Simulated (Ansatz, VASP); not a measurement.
# One calculation of Ag, two programs

File INCAR:

```
SYSTEM = Ag
PREC = Accurate ; ENCUT = 520
EDIFF = 1E-6 ; ISMEAR = -1
SIGMA = 0.05 ; LREAL = .False.
LASPH = .True. ; NELM = 60
ALGO = Normal ; ISIF = 2
LWAVE = .False. ; LCHARG = .False.
GGA = CA ; NBANDS = 12
```

The input KPOINTS:

```
regular mesh
0
Gamma
  15 15 15
  0 0 0
```

The input POSCAR:

```
Ag
1.0
   -0.0612930000      2.0124535000      2.0124535000
    2.0124535000     -0.0612930000      2.0124535000
    2.0124535000      2.0124535000     -0.0612930000
Ag
1
Direct
    0.0000000000      0.0000000000      0.0000000000
```

Input for Ansatz:

```yaml
crystal:
  lattice:
    - [-0.061293, 2.0124535, 2.0124535]
    - [2.0124535, -0.061293, 2.0124535]
    - [2.0124535, 2.0124535, -0.061293]
  atoms:
    - { symbol: Ag, position: [0.0, 0.0, 0.0] }
kpoints:
  mp_grid: { grid: [15, 15, 15] }
  band_path:
    path:
      - [0.0, 0.0, 0.0]
      - [0.5, 0.5, 0.5]
      - [0.2579113083, 0.5, 0.7420886917]
      - [-0.2579113083, 0.2579113083, 0.5]
      - [0.0, 0.0, 0.5]
      - [0.0, 0.0, 0.0]
      - [-0.3789556542, 0.0, 0.3789556542]
      - [0.0, 0.3789556542, 0.6210443458]
      - [0.0, 0.5, 0.5]
    npoints: 5
scf:
  occupations: { method: fermi_dirac, width: 0.05 }
hamiltonian:
  xc: lda
  pseudopotentials: { kind: all_electron, lapw: { basis_error: 0.001 } }
output:
  forces: true
  stress: true
  eigenvalues: true
```

Change from the starting cell: equal xy, yz and zx shear strains of -3 %.

Alike in both runs: task single point; functional LDA; k mesh 15 × 15 × 15; occupations fermi-dirac, width 0.05 eV; no spin polarisation.

```csv
,VASP,Ansatz
version,VASP 6.6.1,Ansatz 0.2.0
potentials or method,"VASP PAW LDA potentials, release 64 (Ag), cutoff 520 eV","all-electron LAPW, scalar-relativistic"
```

VASP gave:

- pressure (GPa): -6.9
- traceless stress, the component that is largest in VASP (GPa): 0.87

**Question.** Estimate Ansatz's values.

**Answer.** Pressure (GPa): -7.1; traceless stress, the component that is largest in VASP (GPa): 0.87.

LDA's correlation is that of Perdew and Zunger in VASP and of Perdew and Wang (1992) in Ansatz. Ansatz ran all-electron here, and VASP with PAW potentials.
